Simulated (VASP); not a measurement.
# MnSi (P2_13) in VASP: further runs

Runs on MnSi. Level: PBE. Tasks: single point.

Everything below comes from runs of VASP 6.6.1. Logs are shortened: lines on timing, memory, paths and dates and some standing lists are left out, and cuts for length are marked.

## 1. The cell of the first run

Symmetry: P2_13, No. 198, cubic system. Conventional cell: a = 4.518 Å, b = 4.518 Å, c = 4.518 Å, α = 90.00°, β = 90.00°, γ = 90.00°. Within 3.0 Å of Mn (site symmetry 3) lie 7 Si at 2.28 to 2.53 Å and 6 Mn at 2.77 Å. Si (site symmetry 3) has 7 Mn at 2.28 to 2.53 Å and 6 Si at 2.79 Å within 3.0 Å.

## 2. Single point, PBE, collinear spin, ferromagnetic start

Input file INCAR:

```
SYSTEM = MnSi
ALGO = Normal
EDIFF = 1E-6
ENCUT = 520
GGA = PE
ISIF = 2
ISMEAR = -1
ISPIN = 2
LASPH = .TRUE.
LCHARG = .FALSE.
LMAXMIX = 4
LORBIT = 11
LREAL = .FALSE.
LWAVE = .FALSE.
MAGMOM = 1 1 1 1 0 0 0 0
NBANDS = 48
NELM = 150
PREC = Accurate
SIGMA = 0.05
```

Input file KPOINTS:

```
k-points
0
G
  8 8 8
  0 0 0
```

Input file POSCAR:

```
MnSi
1.0
    4.5175803558      0.0000000000      0.0000000000
    0.0000000000      4.5175803558      0.0000000000
    0.0000000000      0.0000000000      4.5175803558
Mn Si
4 4
Direct
    0.1364267759      0.1364267759      0.1364267759
    0.6364267759      0.3635732241      0.8635732241
    0.8635732241      0.6364267759      0.3635732241
    0.3635732241      0.8635732241      0.6364267759
    0.8451804198      0.8451804198      0.8451804198
    1.3451804198     -0.3451804198      0.1548195802
    0.1548195802      1.3451804198     -0.3451804198
   -0.3451804198      0.1548195802      1.3451804198
```

Potentials or basis: VASP PAW PBE potentials, release 64 (Mn_pv, Si).

Launch:

```sh
> cat potpaw_PBE.64/Mn_pv/POTCAR potpaw_PBE.64/Si/POTCAR > POTCAR
> mpirun -np 1 vasp_std > vasp.out
```

OUTCAR:

```text
SYSTEM = MnSi
   EDIFF = 1E-6
   ENCUT = 520
   GGA = PE
   ISIF = 2
   ISMEAR = -1
   ISPIN = 2
   LASPH = .TRUE.
   LORBIT = 11
   LREAL = .FALSE.
   NELM = 150
   PREC = Accurate

 ion  position               nearest neighbor table
   1  0.136  0.136  0.136-   5 2.28   6 2.37   7 2.37   8 2.37   6 2.53   7 2.53   8 2.53   3 2.77
                             4 2.77   2 2.77   4 2.77   3 2.77   2 2.77
   2  0.636  0.364  0.864-   6 2.28   5 2.37   7 2.37   8 2.37   7 2.53   8 2.53   5 2.53   1 2.77
                             3 2.77   3 2.77   4 2.77   4 2.77   1 2.77
   3  0.864  0.636  0.364-   7 2.28   6 2.37   5 2.37   8 2.37   8 2.53   5 2.53   6 2.53   1 2.77
                             2 2.77   2 2.77   1 2.77   4 2.77   4 2.77
   4  0.364  0.864  0.636-   8 2.28   6 2.37   7 2.37   5 2.37   6 2.53   7 2.53   5 2.53   1 2.77
                             1 2.77   2 2.77   2 2.77   3 2.77   3 2.77
   5  0.845  0.845  0.845-   1 2.28   2 2.37   3 2.37   4 2.37   2 2.53   3 2.53   4 2.53   6 2.79
                             7 2.79   8 2.79   8 2.79   7 2.79   6 2.79
   6  0.345  0.655  0.155-   2 2.28   1 2.37   3 2.37   4 2.37   3 2.53   4 2.53   1 2.53   8 2.79
                             5 2.79   7 2.79   7 2.79   8 2.79   5 2.79
   7  0.155  0.345  0.655-   3 2.28   2 2.37   1 2.37   4 2.37   4 2.53   1 2.53   2 2.53   8 2.79
                             5 2.79   6 2.79   5 2.79   6 2.79   8 2.79
   8  0.655  0.155  0.345-   4 2.28   2 2.37   3 2.37   1 2.37   2 2.53   3 2.53   1 2.53   7 2.79
                             5 2.79   5 2.79   6 2.79   6 2.79   7 2.79

  LATTYP: Found a simple cubic cell.
 ALAT       =     4.5175803558

  Lattice vectors:

 A1 = (   4.5175803558,   0.0000000000,   0.0000000000)
 A2 = (   0.0000000000,   4.5175803558,   0.0000000000)
 A3 = (   0.0000000000,   0.0000000000,   4.5175803558)

Analysis of symmetry for initial positions (statically):
=====================================================================
 Subroutine PRICEL returns:
 Original cell was already a primitive cell.

 Routine SETGRP: Setting up the symmetry group for a
 simple cubic supercell.

 Subroutine GETGRP returns: Found 12 space group operations
 (whereof  3 operations were pure point group operations)
 out of a pool of 48 trial point group operations.

The static configuration has the point symmetry C_3 .
 The point group associated with its full space group is T   .

Analysis of symmetry for dynamics (positions and initial velocities):
=====================================================================
 Subroutine PRICEL returns:
 Original cell was already a primitive cell.

 Routine SETGRP: Setting up the symmetry group for a
 simple cubic supercell.

 Subroutine GETGRP returns: Found 12 space group operations
 (whereof  3 operations were pure point group operations)
 out of a pool of 48 trial point group operations.

The dynamic configuration has the point symmetry C_3 .
 The point group associated with its full space group is T   .

[... 176 lines left out ...]
 cond. band min:      11.1683897841   @ k =   0.3750   0.3750   0.0000
 fundamental gap:      0.0374126350
 Fermi energy:        11.1434235820

 spin component 1

 k-point     1 :       0.0000    0.0000    0.0000
  band No.  band energies     occupation
      1     -37.2574      1.00000
      2     -37.2574      1.00000
      3     -37.2574      1.00000
      4     -37.1837      1.00000
      5     -37.1837      1.00000
      6     -37.1794      1.00000
[... 1165 lines left out ...]
     45      15.2920      0.00000
     46      16.0884      0.00000

 [... further k-points ...]

 spin component 2

 k-point     1 :       0.0000    0.0000    0.0000
  band No.  band energies     occupation
      1     -36.2661      1.00000
      2     -36.2661      1.00000
      3     -36.2661      1.00000
      4     -36.1793      1.00000
      5     -36.0500      1.00000
      6     -36.0500      1.00000
[... 1165 lines left out ...]
     45      15.7523      0.00000
     46      16.4328      0.00000

 [... further k-points ...]

 [bands above 46 left out]

------------------------ aborting loop because EDIFF is reached ----------------------------------------

  FORCE on cell =-STRESS in cart. coord.  units (eV):
  Direction    XX          YY          ZZ          XY          YZ          ZX
  --------------------------------------------------------------------------------------
  -------------------------------------------------------------------------------------
  Total       -0.0483077     -0.0483077     -0.0483077      0.0000000     -0.0000000      0.0000000
  in kB       -0.8394785     -0.8394785     -0.8394785      0.0000000     -0.0000000      0.0000000
  external PRESSURE =      -0.8394785 kB  Pullay stress =       0.0000000 kB

 VOLUME and BASIS-vectors are now :
 -----------------------------------------------------------------------------
  energy-cutoff  :      520.00
  volume of cell :       92.20
      direct lattice vectors                 reciprocal lattice vectors
     4.517580356  0.000000000  0.000000000     0.221357435  0.000000000  0.000000000
     0.000000000  4.517580356  0.000000000     0.000000000  0.221357435  0.000000000
     0.000000000  0.000000000  4.517580356     0.000000000  0.000000000  0.221357435

 POSITION                                       TOTAL-FORCE (eV/Angst)
 -----------------------------------------------------------------------------------
      0.61632      0.61632      0.61632         0.007881      0.007881      0.007881
      2.87511      1.64247      3.90126         0.007881     -0.007881     -0.007881
      3.90126      2.87511      1.64247        -0.007881      0.007881     -0.007881
      1.64247      3.90126      2.87511        -0.007881     -0.007881      0.007881
      3.81817      3.81817      3.81817        -0.000699     -0.000699     -0.000699
      1.55938      2.95820      0.69941        -0.000699      0.000699      0.000699
      0.69941      1.55938      2.95820         0.000699     -0.000699      0.000699
      2.95820      0.69941      1.55938         0.000699      0.000699     -0.000699
 -----------------------------------------------------------------------------------
    total drift:                               -0.000001     -0.000001      0.000000

  FREE ENERGIE OF THE ION-ELECTRON SYSTEM (eV)
  ---------------------------------------------------
  free  energy   TOTEN  =       -61.4492148018 eV

  energy  without entropy=      -61.4137098232  energy(sigma->0) =      -61.43146231

 total charge

# of ion       s       p       d       tot
------------------------------------------
    1        0.334   6.388   5.290  12.012
    2        0.334   6.388   5.290  12.012
    3        0.334   6.388   5.290  12.012
    4        0.334   6.388   5.290  12.012
    5        0.744   0.906   0.000   1.649
    6        0.744   0.906   0.000   1.649
    7        0.744   0.906   0.000   1.649
    8        0.744   0.906   0.000   1.649
--------------------------------------------------
tot          4.310  29.175  21.161  54.646

 magnetization (x)

# of ion       s       p       d       tot
------------------------------------------
    1        0.001   0.007   1.025   1.033
    2        0.001   0.007   1.025   1.033
    3        0.001   0.007   1.025   1.033
    4        0.001   0.007   1.025   1.033
    5       -0.013  -0.035   0.000  -0.048
    6       -0.013  -0.035   0.000  -0.048
    7       -0.013  -0.035   0.000  -0.048
    8       -0.013  -0.035   0.000  -0.048
--------------------------------------------------
tot         -0.048  -0.113   4.101   3.940
```

OSZICAR:

```text
N       E                     dE             d eps       ncg     rms          rms(c)
DAV:   1     0.795639567504E+03    0.79564E+03   -0.35729E+04  8640   0.169E+03
DAV:   2    -0.102291579400E+02   -0.80587E+03   -0.76649E+03  8640   0.503E+02
DAV:   3    -0.687483119859E+02   -0.58519E+02   -0.56143E+02  9544   0.144E+02
DAV:   4    -0.703972275824E+02   -0.16489E+01   -0.16371E+01 10376   0.239E+01
DAV:   5    -0.704281560240E+02   -0.30928E-01   -0.30921E-01  9720   0.356E+00    0.351E+01
DAV:   6    -0.723300117868E+02   -0.19019E+01   -0.13093E+02  9656   0.876E+01    0.311E+01
DAV:   7    -0.615301526089E+02    0.10800E+02   -0.58488E+01  9352   0.575E+01    0.852E+00
DAV:   8    -0.614987355880E+02    0.31417E-01   -0.27015E+00  9496   0.694E+00    0.314E+00
DAV:   9    -0.614512915187E+02    0.47444E-01   -0.20622E-01 10280   0.318E+00    0.130E+00
DAV:  10    -0.614504598976E+02    0.83162E-03   -0.17930E-02 10160   0.786E-01    0.587E-01
DAV:  11    -0.614489921793E+02    0.14677E-02   -0.31623E-03  9920   0.256E-01    0.250E-01
DAV:  12    -0.614491407557E+02   -0.14858E-03   -0.12338E-03  9440   0.263E-01    0.139E-01
DAV:  13    -0.614491983659E+02   -0.57610E-04   -0.91693E-05  9696   0.667E-02    0.599E-02
DAV:  14    -0.614492152962E+02   -0.16930E-04   -0.23325E-05  9488   0.312E-02    0.255E-02
DAV:  15    -0.614492148018E+02    0.49436E-06   -0.33981E-06  6464   0.107E-02
   1 F= -.61449215E+02 E0= -.61431462E+02  d E =-.355050E-01  mag=     3.8952
```

Run time: 2.4 min. Hardware: 1 thread of Intel Xeon 6975P-C (Granite Rapids), shared host; peak memory 0.41 GiB.

What came out:

```yaml
Free_energy: -61.4492 eV
Pressure: -0.1 GPa
Largest_force: 0.014 eV/Å
Net_moment: 3.89 μB per cell
Site_moments: Mn +1.03; Si -0.05 μB
Valence_electrons_inside_the_program's_atomic_spheres: Mn 12.01; Si 1.65
```

Forces in eV/Å, atoms in the order of the input:
```
Mn   0.008  0.008  0.008
Mn   0.008 -0.008 -0.008
Mn  -0.008  0.008 -0.008
Mn  -0.008 -0.008  0.008
Si  -0.001 -0.001 -0.001
Si  -0.001  0.001  0.001
Si   0.001 -0.001  0.001
Si   0.001  0.001 -0.001
```

Levels at points of the mesh, in eV from the Fermi level:
Spin up:
| k point | band 34 | band 35 | band 36 | band 37 | band 38 | band 39 |
| --- | --- | --- | --- | --- | --- | --- |
| (0.00, 0.00, 0.00) | -0.38 | -0.31 | -0.31 | 0.77 | 0.77 | 0.77 |
| (0.50, 0.00, 0.00) | -0.62 | -0.13 | -0.13 | 0.30 | 0.30 | 1.83 |
| (0.50, 0.50, 0.00) | -1.05 | -0.58 | -0.58 | 0.76 | 0.76 | 1.31 |
| (0.50, 0.50, 0.50) | -0.70 | -0.70 | -0.70 | 0.61 | 0.61 | 0.61 |
Spin down:
| k point | band 28 | band 29 | band 30 | band 31 | band 32 | band 33 | band 34 | band 35 | band 36 | band 37 |
| --- | --- | --- | --- | --- | --- | --- | --- | --- | --- | --- |
| (0.00, 0.00, 0.00) | -1.91 | -1.42 | -1.42 | -1.42 | 0.65 | 0.65 | 0.65 | 0.98 | 0.98 | 1.55 |
| (0.50, 0.00, 0.00) | -1.85 | -1.21 | -1.21 | -0.43 | -0.43 | 0.58 | 0.58 | 0.88 | 0.88 | 1.05 |
| (0.50, 0.50, 0.00) | -0.99 | -0.63 | -0.63 | -0.52 | -0.52 | -0.28 | -0.28 | 0.59 | 0.59 | 1.45 |
| (0.50, 0.50, 0.50) | -1.89 | 0.05 | 0.05 | 0.05 | 0.05 | 0.23 | 0.23 | 0.23 | 0.23 | 1.26 |

## 3. Single point, PBE, collinear spin, ferromagnetic start

This run uses another cell than the first one, of 11.84 Å³/atom.

Input file INCAR:

```
SYSTEM = MnSi
ALGO     = Normal         ! electronic algorithm
EDIFF    = 1E-6           ! SCF threshold, eV
ENCUT    = 520            ! plane-wave cutoff, eV
GGA      = PE             ! functional
ISIF     = 2              ! what is computed and relaxed
ISMEAR   = -1             ! smearing method
ISPIN    = 2              ! spin polarisation
LASPH    = .True.         ! aspherical terms in the spheres
LCHARG   = .False.        ! write CHGCAR
LMAXMIX  = 4              ! l up to which the mixer works
LORBIT   = 11             ! projections on sites
LREAL    = .False.        ! projectors in reciprocal space
LWAVE    = .False.        ! write WAVECAR
MAGMOM   = 1 1 1 1 0 0 0 0 ! initial moments
NBANDS   = 48             ! bands
NELM     = 150            ! most SCF steps
PREC     = Accurate       ! precision mode
SIGMA    = 0.05           ! smearing width, eV
```

Input file KPOINTS:

```
k-points
0
Gamma
  8 8 8
  0 0 0
```

Input file POSCAR:

```
MnSi
1.0
    4.5580000000      0.0000000000      0.0000000000
    0.0000000000      4.5580000000      0.0000000000
    0.0000000000      0.0000000000      4.5580000000
Mn Si
4 4
Direct
    0.1355615138      0.1355615138      0.1355615138
    0.6355615138      0.3644384862      0.8644384862
    0.8644384862      0.6355615138      0.3644384862
    0.3644384862      0.8644384862      0.6355615138
    0.8448535560      0.8448535560      0.8448535560
    1.3448535560     -0.3448535560      0.1551464440
    0.1551464440      1.3448535560     -0.3448535560
   -0.3448535560      0.1551464440      1.3448535560
```

Potentials or basis: VASP PAW PBE potentials, release 64 (Mn_pv, Si).

Launch:

```sh
> cat potpaw_PBE.64/Mn_pv/POTCAR potpaw_PBE.64/Si/POTCAR > POTCAR
> mpirun -np 1 vasp_std > vasp.out
```

Run time: 4.4 min. Hardware: 1 thread of Intel Xeon Platinum 8488C (Sapphire Rapids), shared host; peak memory 0.42 GiB.

The run converged. Its results:

| Item | Value |
| --- | --- |
| Free energy | -61.4073 eV |
| Pressure | -5.3 GPa |
| Largest force | 0.014 eV/Å |
| Net moment | 3.96 μB per cell |
| Site moments | Mn +1.06; Si -0.05 μB |
| Valence electrons inside the program's atomic spheres | Mn 11.96; Si 1.63 |

Forces in eV/Å, atoms in the order of the input:
```
Mn   0.008  0.008  0.008
Mn   0.008 -0.008 -0.008
Mn  -0.008  0.008 -0.008
Mn  -0.008 -0.008  0.008
Si  -0.001 -0.001 -0.001
Si  -0.001  0.001  0.001
Si   0.001 -0.001  0.001
Si   0.001  0.001 -0.001
```

Levels at points of the mesh, in eV from the Fermi level:
Spin up:
| k point | band 32 | band 33 | band 34 | band 35 | band 36 | band 37 | band 38 | band 39 | band 40 | band 41 |
| --- | --- | --- | --- | --- | --- | --- | --- | --- | --- | --- |
| (0.00, 0.00, 0.00) | -0.41 | -0.41 | -0.41 | -0.36 | -0.36 | 0.69 | 0.69 | 0.69 | 2.83 | 2.83 |
| (0.50, 0.00, 0.00) | -1.30 | -0.65 | -0.65 | -0.17 | -0.17 | 0.25 | 0.25 | 1.73 | 1.73 | 2.04 |
| (0.50, 0.50, 0.00) | -1.28 | -1.06 | -1.06 | -0.62 | -0.62 | 0.69 | 0.69 | 1.22 | 1.22 | 2.61 |
| (0.50, 0.50, 0.50) | -0.94 | -0.72 | -0.72 | -0.72 | -0.72 | 0.55 | 0.55 | 0.55 | 0.55 | 5.15 |
Spin down:
| k point | band 29 | band 30 | band 31 | band 32 | band 33 | band 34 | band 35 | band 36 |
| --- | --- | --- | --- | --- | --- | --- | --- | --- |
| (0.00, 0.00, 0.00) | -1.38 | -1.38 | -1.38 | 0.64 | 0.64 | 0.64 | 0.96 | 0.96 |
| (0.50, 0.00, 0.00) | -1.17 | -1.17 | -0.41 | -0.41 | 0.58 | 0.58 | 0.85 | 0.85 |
| (0.50, 0.50, 0.00) | -0.61 | -0.61 | -0.50 | -0.50 | -0.27 | -0.27 | 0.58 | 0.58 |
| (0.50, 0.50, 0.50) | 0.06 | 0.06 | 0.06 | 0.06 | 0.23 | 0.23 | 0.23 | 0.23 |

Caveat: the cell stands under tension.
